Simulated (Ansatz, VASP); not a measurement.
One calculation of Mo, two programs

Contents of INCAR:

```
SYSTEM = Mo
PREC = Accurate ; ENCUT = 520
EDIFF = 1E-6 ; ISMEAR = 0
SIGMA = 0.15 ; LREAL = .FALSE.
LASPH = .TRUE. ; NELM = 60
ALGO = Fast ; ISIF = 2
LWAVE = .FALSE. ; LCHARG = .FALSE.
GGA = CA ; NBANDS = 13
```

Contents of KPOINTS:

```
regular mesh
0
G
  22 22 22
  0 0 0
```

File POSCAR:

```
Mo
1.0
   -1.1996241928      1.6645800081      1.6645800081
    1.6645800081     -1.1996241928      1.6645800081
    1.6645800081      1.6645800081     -1.1996241928
Mo
1
Direct
    0.0000000000      0.0000000000      0.0000000000
```

Input for Ansatz:

```yaml
crystal:
  lattice:
    - [-1.1996241928, 1.6645800081, 1.6645800081]
    - [1.6645800081, -1.1996241928, 1.6645800081]
    - [1.6645800081, 1.6645800081, -1.1996241928]
  atoms:
    - { symbol: Mo, position: [0.0, 0.0, 0.0] }
basis:
  ecutwfc: 420
kpoints:
  mp_grid: { grid: [22, 22, 22] }
hamiltonian:
  xc: lda
  pseudopotentials: { kind: paw, azcp: { folder: soft_1 } }
scf:
  occupations: { method: gaussian, width: 0.15 }
output:
  forces: true
  stress: true
  eigenvalues: true
```

Alike in both runs: task single point; functional LDA; k mesh 22 × 22 × 22; occupations gaussian, width 0.15 eV; no spin polarisation.

|  | VASP | Ansatz |
| --- | --- | --- |
| version | VASP 6.6.1 | Ansatz 0.2.0 |
| potentials or method | VASP PAW LDA potentials, release 64 (Mo_sv), cutoff 520 eV | scalar-relativistic, plane waves, PAW |
| valence electrons in the cell | 14 | 14 |

Ansatz gave:

- gap on the k mesh at the Fermi level (eV): none
- pressure (GPa): -18.2
- traceless stress, the component that is largest in VASP (GPa): -9.81

Question: Which values does VASP return?

Answer: gap on the k mesh at the Fermi level (eV): none; pressure (GPa): -17.5; traceless stress, the component that is largest in VASP (GPa): -9.86.

Ansatz warns that its potentials were made for another functional, while VASP's fit it. LDA's correlation is that of Perdew and Zunger in VASP and of Perdew and Wang (1992) in Ansatz. A gap of «none» marks a metal or a gap that the smearing closes.
